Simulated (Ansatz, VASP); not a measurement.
Two plane-wave programs on TaN

```xyz
2
Lattice="2.9066 0.0000 0.0000 -1.4533 2.5171 0.0000 0.0000 0.0000 2.8515" Properties=species:S:1:pos:R:3 pbc="T T T"
Ta    0.0000    0.0000    1.4257
N     1.4533    0.8390    0.0000
```

Alike in both runs: functional LDA; k mesh 18 × 18 × 14; occupations gaussian, width 0.1 eV; no spin polarisation.

Ansatz relaxed the structure, and its values are those at the end. VASP's run is a single point on that final structure, the one shown.

```csv
,VASP,Ansatz
version,VASP 6.6.1,Ansatz 0.2.0
potentials or method,"VASP PAW LDA potentials, release 64 (Ta_sv_GW, N), cutoff 700 eV","scalar-relativistic, plane waves, PAW"
valence electrons in the cell,18,18
```

```tsv
	VASP	Ansatz	Ansatz less VASP
gap on the k mesh at the Fermi level (eV)	none	none	-
pressure (GPa)	1.2	0.0	-1.19
```

Ansatz warns that its potentials were made for another functional, while VASP's fit it. LDA's correlation is that of Perdew and Zunger in VASP and of Perdew and Wang (1992) in Ansatz. A gap of «none» marks a metal or a gap that the smearing closes.

Neither program's run includes spin-orbit coupling.
